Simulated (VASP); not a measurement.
Write the native input for VASP 6.6.1 that does the following.

- Task: single point
- Functional: PBE
- Potentials or basis: VASP PAW PBE potentials, release 64 (Ta_pv, N)
- Cutoff: 520 eV
- k mesh: 24 × 24 × 20
- Occupations: gaussian, width 0.1 eV
- Spin: no spin polarisation
- Dipole correction: no
- Further INCAR settings: ALGO = Normal; EDIFF = 1e-07; NBANDS = 15

The structure of TaN lies in POSCAR:

```
TaN
1.0
    2.8533193453      0.0000000000      0.0000000000
   -1.4266596726      2.4710470382      0.0000000000
    0.0000000000      0.0000000000      2.8190829516
Ta N
1 1
Direct
    0.3333333333      0.6666666667      0.5000000000
    0.0000000000      0.0000000000      0.0000000000
```

The input as run:

INCAR

```
SYSTEM = TaN
PREC = Accurate
ENCUT = 520
EDIFF = 1E-7
ISMEAR = 0
SIGMA = 0.1
LREAL = .FALSE.
LASPH = .TRUE.
NELM = 60
ALGO = Normal
ISIF = 2
LWAVE = .FALSE.
LCHARG = .FALSE.
GGA = PE
NBANDS = 15
```

KPOINTS

```
regular mesh
0
G
  24 24 20
  0 0 0
```

Potentials or basis: VASP PAW PBE potentials, release 64 (Ta_pv, N).

Launch:

```bash
$ cat potpaw_PBE.64/Ta_pv/POTCAR potpaw_PBE.64/N/POTCAR > POTCAR
$ mpirun -np 1 vasp_std > vasp.out
```

It gave:

```
Pressure               : 40.0 GPa
Band gap on the k mesh : zero (bands 8 and 9 overlap by 0.55 eV)
```

Caveat: the cell stands under pressure; spin-orbit coupling is left out, which moves the levels of the heavy elements.

Run time: 3.4 min on 1 thread of Intel Xeon 8259CL, with other jobs on the host, peak memory 0.31 GiB.
